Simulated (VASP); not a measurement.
# Hg in VASP: further runs

Runs on Hg. Level: PBE. Tasks: single point.

Everything below comes from runs of VASP 6.6.1. Logs are shortened: lines on timing, memory, paths and dates and some standing lists are left out, and cuts for length are marked.

## Step 1: The cell of the first run

The cell holds a sheet with vacuum, 2 atoms: a = 3.239 Å, b = 3.239 Å, c = 18.000 Å, α = 90.00°, β = 90.00°, γ = 90.00°.

The cell was generated, and may not be a known phase.

## Step 2: Single point, PBE

Input file INCAR:

```
ALGO     = Normal         # electronic algorithm
DIPOL    = 0.5 0.5 0.500
EDIFF    = 1E-6           # SCF threshold, eV
ENCUT    = 520            # plane-wave cutoff, eV
GGA      = PE             # functional
IDIPOL   = 3            
ISIF     = 2              # what is computed and relaxed
ISMEAR   = 0              # smearing method
LASPH    = T              # aspherical terms in the spheres
LCHARG   = T              # write CHGCAR
LDIPOL   = T            
LELF     = T              # ELF
LREAL    = F              # projectors in reciprocal space
LVACPOTAV= T            
LVHAR    = T            
LWAVE    = F              # write WAVECAR
NBANDS   = 19             # bands
NELM     = 60             # most SCF steps
PREC     = Accurate       # precision mode
SIGMA    = 0.1            # smearing width, eV
```

Input file KPOINTS:

```
k-points
0
Gamma
  6 6 1
```

Input file POSCAR:

```
Hg
1.0
    3.2385960000      0.0000000000      0.0000000000
    0.0000000000      3.2385960000      0.0000000000
    0.0000000000      0.0000000000     18.0000000000
Hg
2
Direct
    0.5000000000      0.5000000000      0.4162854200
    0.5000000000      0.5000000000      0.5837145800
```

Potentials or basis: VASP PAW PBE potentials, release 64 (Hg).

Run with:

```
$ cat potpaw_PBE.64/Hg/POTCAR > POTCAR
$ mpirun -np 1 vasp_std > vasp.out
```

OUTCAR:

```text
EDIFF = 1E-6
   ENCUT = 520
   GGA = PE
   ISIF = 2
   ISMEAR = 0
   LASPH = T
   LREAL = F
   NELM = 60
   PREC = Accurate

 ion  position               nearest neighbor table
   1  0.500  0.500  0.416-   2 3.01
   2  0.500  0.500  0.584-   1 3.01

  LATTYP: Found a simple tetragonal cell.
 ALAT       =     3.2385960000
 C/A-ratio  =     5.5579640066

  Lattice vectors:

 A1 = (   3.2385960000,   0.0000000000,   0.0000000000)
 A2 = (   0.0000000000,   3.2385960000,   0.0000000000)
 A3 = (   0.0000000000,   0.0000000000,  18.0000000000)

Analysis of symmetry for initial positions (statically):
=====================================================================
 Subroutine PRICEL returns:
 Original cell was already a primitive cell.

 Routine SETGRP: Setting up the symmetry group for a
 simple tetragonal supercell.

 Subroutine GETGRP returns: Found 16 space group operations
 (whereof 16 operations were pure point group operations)
 out of a pool of 16 trial point group operations.

The static configuration has the point symmetry D_4h.

Analysis of symmetry for dynamics (positions and initial velocities):
=====================================================================
 Subroutine PRICEL returns:
 Original cell was already a primitive cell.

 Routine SETGRP: Setting up the symmetry group for a
 simple tetragonal supercell.

 Subroutine GETGRP returns: Found 16 space group operations
 (whereof 16 operations were pure point group operations)
 out of a pool of 16 trial point group operations.

The dynamic configuration has the point symmetry D_4h.

 Subroutine INISYM returns: Found 16 space group operations
 (whereof 16 operations are pure point group operations),
 and found     1 'primitive' translations

----------------------------------------------------------------------------------------

                                     Primitive cell

  volume of cell :     188.7931

  direct lattice vectors                    reciprocal lattice vectors
     3.238596000  0.000000000  0.000000000     0.308775778  0.000000000  0.000000000
     0.000000000  3.238596000  0.000000000     0.000000000  0.308775778  0.000000000
     0.000000000  0.000000000 18.000000000     0.000000000  0.000000000  0.055555556

  length of vectors
     3.238596000  3.238596000 18.000000000     0.308775778  0.308775778  0.055555556

  position of ions in fractional coordinates (direct lattice)
     0.500000000  0.500000000  0.416285420
     0.500000000  0.500000000  0.583714580

  ion indices of the primitive-cell ions
   primitive index   ion index
                 1           1
                 2           2

----------------------------------------------------------------------------------------

 KPOINTS: k-points

Automatic generation of k-mesh.
 Grid dimensions read from file:
 generate k-points for:    6    6    1

 Generating k-lattice:

  Cartesian coordinates                     Fractional coordinates (reciprocal lattice)
     0.051462630  0.000000000  0.000000000     0.166666667  0.000000000  0.000000000
     0.000000000  0.051462630  0.000000000     0.000000000  0.166666667  0.000000000
     0.000000000  0.000000000  0.055555556     0.000000000  0.000000000  1.000000000

  Length of vectors
     0.051462630  0.051462630  0.055555556

  Shift w.r.t. Gamma in fractional coordinates (k-lattice)
     0.000000000  0.000000000  0.000000000

 Subroutine IBZKPT returns following result:
 ===========================================

 Found     10 irreducible k-points:

 Following reciprocal coordinates:
            Coordinates               Weight
  0.000000  0.000000  0.000000      1.000000
  0.166667  0.000000  0.000000      4.000000
  0.333333  0.000000  0.000000      4.000000
  0.500000  0.000000  0.000000      2.000000
  0.166667  0.166667  0.000000      4.000000
  0.333333  0.166667  0.000000      8.000000
  0.500000  0.166667  0.000000      4.000000
  0.333333  0.333333  0.000000      4.000000
  0.500000  0.333333  0.000000      4.000000
  0.500000  0.500000  0.000000      1.000000
   k-points           NKPTS =     10   k-points in BZ     NKDIM =     10   number of bands    NBANDS=     19
   number of dos      NEDOS =    301   number of ions     NIONS =      2
   total plane-waves  NPLWV =  80640
   dimension x,y,z NGX =    24 NGY =   24 NGZ =  140
   dimension x,y,z NGXF=    48 NGYF=   48 NGZF=  280
   ions per type =               2
   NGX,Y,Z   is equivalent  to a cutoff of  12.32, 12.32, 12.93 a.u.
   NGXF,Y,Z  is equivalent  to a cutoff of  24.64, 24.64, 25.86 a.u.
 SYSTEM =  unknown system
   PREC   = accura    normal or accurate (medium, high low for compatibility)
   ISTART =      0    job   : 0-new  1-cont  2-samecut
   ICHARG =      2    charge: 1-file 2-atom 10-const
   ISPIN  =      1    spin polarized calculation?
   LNONCOLLINEAR =      F non collinear calculations
   LSORBIT =      F    spin-orbit coupling
   LASPH  =      T    aspherical Exc in radial PAW
[... 56 lines left out ...]
 fundamental gap:      0.2209887342
 Fermi energy:        -2.3188097124

 k-point     1 :       0.0000    0.0000    0.0000
  band No.  band energies     occupation
      1      -9.4491      2.00000
      2      -9.4366      2.00000
      3      -9.3562      2.00000
      4      -9.1467      2.00000
      5      -8.9504      2.00000
      6      -8.5450      2.00000
[... 11 lines left out ...]
     18       5.6995      0.00000
     19       6.3410      0.00000

 k-point     2 :       0.1667    0.0000    0.0000
  band No.  band energies     occupation
      1      -9.4125      2.00000
      2      -9.2696      2.00000
      3      -9.2536      2.00000
      4      -8.8424      2.00000
      5      -8.7931      2.00000
      6      -8.5309      2.00000
[... 11 lines left out ...]
     18       3.7070      0.00000
     19       5.3199      0.00000

 k-point     3 :       0.3333    0.0000    0.0000
  band No.  band energies     occupation
      1      -9.3545      2.00000
      2      -9.1846      2.00000
      3      -9.0990      2.00000
      4      -9.0256      2.00000
      5      -8.5514      2.00000
      6      -8.5028      2.00000
[... 11 lines left out ...]
     18       4.5524      0.00000
     19       4.5734      0.00000

 k-point     4 :       0.5000    0.0000    0.0000
  band No.  band energies     occupation
      1      -9.3251      2.00000
      2      -9.2060      2.00000
      3      -9.1473      2.00000
      4      -8.9804      2.00000
      5      -8.6560      2.00000
      6      -8.5385      2.00000
[... 11 lines left out ...]
     18       4.7234      0.00000
     19       5.0780      0.00000

 k-point     5 :       0.1667    0.1667    0.0000
  band No.  band energies     occupation
      1      -9.2733      2.00000
      2      -9.1251      2.00000
      3      -9.0319      2.00000
      4      -8.7848      2.00000
      5      -8.7196      2.00000
      6      -8.6737      2.00000
[... 11 lines left out ...]
     18       4.1190      0.00000
     19       4.2564      0.00000

 k-point     6 :       0.3333    0.1667    0.0000
  band No.  band energies     occupation
      1      -9.2095      2.00000
      2      -9.0333      2.00000
      3      -8.8662      2.00000
      4      -8.8635      2.00000
      5      -8.6479      2.00000
      6      -8.6204      2.00000
[... 11 lines left out ...]
     18       4.9576      0.00000
     19       4.9688      0.00000

 k-point     7 :       0.5000    0.1667    0.0000
  band No.  band energies     occupation
      1      -9.1741      2.00000
      2      -9.1741      2.00000
      3      -8.8169      2.00000
      4      -8.7765      2.00000
      5      -8.7336      2.00000
      6      -8.6719      2.00000
[... 11 lines left out ...]
     18       5.1088      0.00000
     19       5.4764      0.00000

 k-point     8 :       0.3333    0.3333    0.0000
  band No.  band energies     occupation
      1      -9.1156      2.00000
      2      -9.0033      2.00000
      3      -8.9443      2.00000
      4      -8.9153      2.00000
      5      -8.8433      2.00000
      6      -8.5037      2.00000
[... 11 lines left out ...]
     18       4.0031      0.00000
     19       4.6926      0.00000

 k-point     9 :       0.5000    0.3333    0.0000
  band No.  band energies     occupation
      1      -9.1218      2.00000
      2      -9.0684      2.00000
      3      -9.0605      2.00000
      4      -8.9696      2.00000
      5      -8.9311      2.00000
      6      -8.5925      2.00000
[... 11 lines left out ...]
     18       5.4549      0.00000
     19       5.7081      0.00000

 k-point    10 :       0.5000    0.5000    0.0000
  band No.  band energies     occupation
      1      -9.2315      2.00000
      2      -9.1104      2.00000
      3      -9.0688      2.00000
      4      -9.0688      2.00000
      5      -9.0237      2.00000
      6      -8.5731      2.00000
[... 11 lines left out ...]
     18       4.6696      0.00000
     19       5.9107      0.00000

------------------------ aborting loop because EDIFF is reached ----------------------------------------

  FORCE on cell =-STRESS in cart. coord.  units (eV):
  Direction    XX          YY          ZZ          XY          YZ          ZX
  --------------------------------------------------------------------------------------
  -------------------------------------------------------------------------------------
  Total        0.0255485      0.0255485      0.5805110      0.0000000     -0.0000000      0.0000000
  in kB        0.2168150      0.2168150      4.9264602      0.0000000     -0.0000000      0.0000000
  external PRESSURE =       1.7866967 kB  Pullay stress =       0.0000000 kB

 VOLUME and BASIS-vectors are now :
 -----------------------------------------------------------------------------
  energy-cutoff  :      520.00
  volume of cell :      188.79
      direct lattice vectors                 reciprocal lattice vectors
     3.238596000  0.000000000  0.000000000     0.308775778  0.000000000  0.000000000
     0.000000000  3.238596000  0.000000000     0.000000000  0.308775778  0.000000000
     0.000000000  0.000000000 18.000000000     0.000000000  0.000000000  0.055555556

 POSITION                                       TOTAL-FORCE (eV/Angst)
 -----------------------------------------------------------------------------------
      1.61930      1.61930      7.49314         0.000000      0.000000     -0.200402
      1.61930      1.61930     10.50686         0.000000      0.000000      0.200402
 -----------------------------------------------------------------------------------
    total drift:                                0.000000      0.000000      0.000000

  FREE ENERGIE OF THE ION-ELECTRON SYSTEM (eV)
  ---------------------------------------------------
  free  energy   TOTEN  =        -0.1210719015 eV

  energy  without entropy=       -0.1094078031  energy(sigma->0) =       -0.11523985

 vacuum level on the upper side and lower side of the slab         1.669         1.669
```

Wall time 12 s (1 thread of Intel Xeon 6975P-C (Granite Rapids), shared host); peak memory 0.27 GiB.

What came out:

```
Free energy            : -0.1211 eV
Largest force          : 0.200 eV/Å
Band gap on the k mesh : zero (bands 12 and 13 overlap by 1.98 eV)
```

Forces on the atoms (eV/Å):
```
Hg   0.000  0.000 -0.200
Hg   0.000  0.000  0.200
```

Caveat: spin-orbit coupling is left out, which moves the levels of the heavy elements.

## Step 3: Single point, PBE

Input file INCAR:

```
SYSTEM = Hg
ALGO = Normal ; DIPOL = 0.5 0.5 0.500
EDIFF = 1E-6 ; ENCUT = 520
GGA = PE ; IDIPOL = 3
ISIF = 2 ; ISMEAR = 0
LASPH = .TRUE. ; LCHARG = .FALSE.
LDIPOL = .TRUE. ; LREAL = .FALSE.
LWAVE = .FALSE. ; NBANDS = 19
NELM = 80 ; PREC = Accurate
SIGMA = 0.1
```

Input file KPOINTS:

```
k-points
0
G
  6 6 1
  0 0 0
```

POSCAR is that of step 2.

Potentials or basis: VASP PAW PBE potentials, release 64 (Hg).

Run with:

```
$ cat potpaw_PBE.64/Hg/POTCAR > POTCAR
$ mpirun -np 1 vasp_std > vasp.out
```

It took 12 s on 1 thread of Intel Xeon 6975P-C (Granite Rapids), shared host; peak memory 0.27 GiB.

It converged, with:

```
Free energy            : -0.1211 eV
Largest force          : 0.200 eV/Å
Band gap on the k mesh : zero (bands 12 and 13 overlap by 1.98 eV)
```

Forces on the atoms (eV/Å):
```
Hg   0.000  0.000 -0.200
Hg   0.000  0.000  0.200
```

Levels at points of the mesh, in eV from the Fermi level:
```csv
k point,band 9,band 10,band 11,band 12,band 13,band 14,band 15,band 16
"(0.00, 0.00, 0.00)",-5.87,-5.82,-5.78,-4.21,0.23,3.13,3.87,5.24
"(0.50, 0.00, 0.00)",-5.83,-5.60,-2.92,-1.35,-0.48,1.06,2.94,6.38
"(0.50, 0.50, 0.00)",-5.42,-5.40,-0.21,1.50,2.07,2.07,3.64,3.64
```

Caveat: spin-orbit coupling is left out, which moves the levels of the heavy elements.

## Step 4: Single point, PBE

This run uses another cell than the first one.

Input file INCAR:

```
PREC = Accurate ; ENCUT = 520
EDIFF = 1E-7 ; ISMEAR = 0
SIGMA = 0.1 ; LREAL = F
LASPH = T ; NELM = 80
ALGO = Normal ; ISIF = 2
LWAVE = F ; LCHARG = F
LDIPOL = T ; IDIPOL = 3
DIPOL = 0.5 0.5 0.302 ; GGA = PE
NBANDS = 19
```

Input file KPOINTS:

```
regular mesh
0
Gamma
  6 6 1
```

Input file POSCAR:

```
Hg
1.0
    3.2736484113      0.0000000000      0.0000000000
    0.0000000000      3.2736484113      0.0000000000
    0.0000000000      0.0000000000     29.8274497600
Hg
2
Direct
    0.5000000000      0.5000000000      0.2432406480
    0.5000000000      0.5000000000      0.3602303207
```

Run with:

```
$ cat potpaw_PBE.64/Hg/POTCAR > POTCAR
$ mpirun -np 1 vasp_std > vasp.out
```

Run time: 35 s. Hardware: 1 thread of Intel Xeon 6975P-C (Granite Rapids), shared host; peak memory 0.36 GiB.

Results (log left out):

| Property | Result |
| --- | --- |
| Free energy | -0.1614 eV |
| Largest force | 0.017 eV/Å |
| Band gap on the k mesh | zero (bands 12 and 13 overlap by 1.17 eV) |

Forces on the atoms (eV/Å):
```
Hg   0.000  0.000  0.017
Hg   0.000  0.000 -0.017
```

Levels at points of the mesh, in eV from the Fermi level:
```tsv
k point	band 8	band 9	band 10	band 11	band 12	band 13	band 14	band 15	band 16	band 17
(0.00, 0.00, 0.00)	-5.85	-5.85	-5.70	-5.69	-4.53	0.30	2.66	3.90	4.21	4.23
(0.50, 0.00, 0.00)	-5.92	-5.81	-5.68	-2.59	-1.66	-0.10	0.85	2.95	5.65	6.31
(0.50, 0.50, 0.00)	-5.71	-5.33	-5.32	0.07	1.07	2.39	2.39	3.34	3.34	5.60
```

Caveat: spin-orbit coupling is left out, which moves the levels of the heavy elements.

## Step 5: Single point, PBE

This run uses another cell than the first one.

Input file INCAR:

```
  PREC = Accurate
  ENCUT = 520
  EDIFF = 1E-6
  ISMEAR = 0
  SIGMA = 0.1
  LREAL = False
  LASPH = True
  NELM = 60
  ALGO = Normal
  ISIF = 2
  LWAVE = False
  LCHARG = False
  LDIPOL = True
  IDIPOL = 3
  DIPOL = 0.5 0.5 0.302
  GGA = PE
  NBANDS = 19
```

Input file KPOINTS:

```
Automatic mesh
0
Gamma
  16 16 1
```

Input file POSCAR:

```
Hg
1.0
    3.1911231538      0.0000000000      0.0000000000
    0.0000000000      3.1911231538      0.0000000000
    0.0000000000      0.0000000000     29.8274497600
Hg
2
Direct
    0.5000000000      0.5000000000      0.2460502281
    0.5000000000      0.5000000000      0.3574207406
```

Run with:

```
$ cat potpaw_PBE.64/Hg/POTCAR > POTCAR
$ mpirun -np 1 vasp_std > vasp.out
```

Wall time 95 s (1 thread of Intel Xeon 6975P-C (Granite Rapids), shared host); peak memory 0.48 GiB.

Results (log left out):

- Free energy: -0.1910 eV
- Largest force: 0.007 eV/Å
- Band gap on the k mesh: zero (bands 12 and 13 overlap by 1.92 eV)

Forces in eV/Å, atoms in the order of the input:
```
Hg   0.000  0.000 -0.007
Hg   0.000  0.000  0.007
```

Levels at points of the mesh, in eV from the Fermi level:
```
           k point  band 9  band 10  band 11  band 12  band 13  band 14  band 15  band 16
(0.00, 0.00, 0.00)   -6.07    -5.91    -5.90    -4.76    -0.06     2.55     3.67     3.98
(0.50, 0.00, 0.00)   -6.02    -5.86    -2.75    -1.64    -0.52     0.59     2.79     5.79
(0.50, 0.50, 0.00)   -5.48    -5.47     0.16     1.39     2.16     2.16     3.29     3.29
```

Caveat: spin-orbit coupling is left out, which moves the levels of the heavy elements.

## Step 6: Single point, PBE

This run uses another cell than the first one.

Input file INCAR:

```
ALGO = Normal
DIPOL = 0.5 0.5 0.302
EDIFF = 1E-6
ENCUT = 520
GGA = PE
IDIPOL = 3
ISIF = 2
ISMEAR = 0
LASPH = True
LCHARG = False
LDIPOL = True
LREAL = False
LWAVE = False
NBANDS = 19
NELM = 60
PREC = Accurate
SIGMA = 0.1
```

Input file KPOINTS:

```
k-points
0
Gamma
  16 16 1
```

Input file POSCAR:

```
Hg
1.0
    3.2736484113      0.0000000000      0.0000000000
    0.0000000000      3.2736484113      0.0000000000
    0.0000000000      0.0000000000     29.8274497600
Hg
2
Direct
    0.5000000000      0.5000000000      0.2432406480
    0.5000000000      0.5000000000      0.3602303207
```

Potentials or basis: VASP PAW PBE potentials, release 64 (Hg).

Run with:

```
$ cat potpaw_PBE.64/Hg/POTCAR > POTCAR
$ mpirun -np 1 vasp_std > vasp.out
```

Run time: 2 min. Hardware: 1 thread of Intel Xeon 6975P-C (Granite Rapids), shared host; peak memory 0.49 GiB.

Results (log left out):

```yaml
Free_energy: -0.1895 eV
Largest_force: 0.037 eV/Å
Band_gap_on_the_k_mesh: zero (bands 12 and 13 overlap by 1.17 eV)
```

Forces in eV/Å, atoms in the order of the input:
```
Hg   0.000  0.000  0.037
Hg   0.000  0.000 -0.037
```

Levels at points of the mesh, in eV from the Fermi level:
```tsv
k point	band 10	band 11	band 12	band 13	band 14	band 15
(0.00, 0.00, 0.00)	-5.93	-5.92	-4.75	0.08	2.43	3.64
(0.50, 0.00, 0.00)	-5.90	-2.81	-1.89	-0.32	0.63	2.73
(0.50, 0.50, 0.00)	-5.55	-0.15	0.85	2.17	2.17	3.11
```

Caveat: spin-orbit coupling is left out, which moves the levels of the heavy elements.

## Step 7: Overview

| cell | k mesh | gap on the mesh (eV) | largest force (eV/Å) |
| --- | --- | --- | --- |
| a = 3.239, b = 3.239, c = 18.000 Å, 2 atoms, atomic positions A | 6 × 6 × 1 | none | 0.20 |
| a = 3.274, b = 3.274, c = 29.827 Å, 2 atoms, atomic positions B | 6 × 6 × 1 | none | 0.02 |
| a = 3.191, b = 3.191, c = 29.827 Å, 2 atoms, atomic positions C | 16 × 16 × 1 | none | 0.01 |
| a = 3.274, b = 3.274, c = 29.827 Å, 2 atoms, atomic positions B | 16 × 16 × 1 | none | 0.04 |

Alike in all rows: task single point; level PBE; potentials or basis VASP PAW PBE potentials, release 64 (Hg); no spin polarisation; cutoff (eV) 520; smearing gaussian 0.1 eV.

Caveats: spin-orbit coupling is left out, which moves the levels of the heavy elements.

Total energies depend on the potentials used, so only differences within one code and one set of settings carry meaning.

The gap in the log of VASP goes by the Fermi energy; the results here count the filled bands.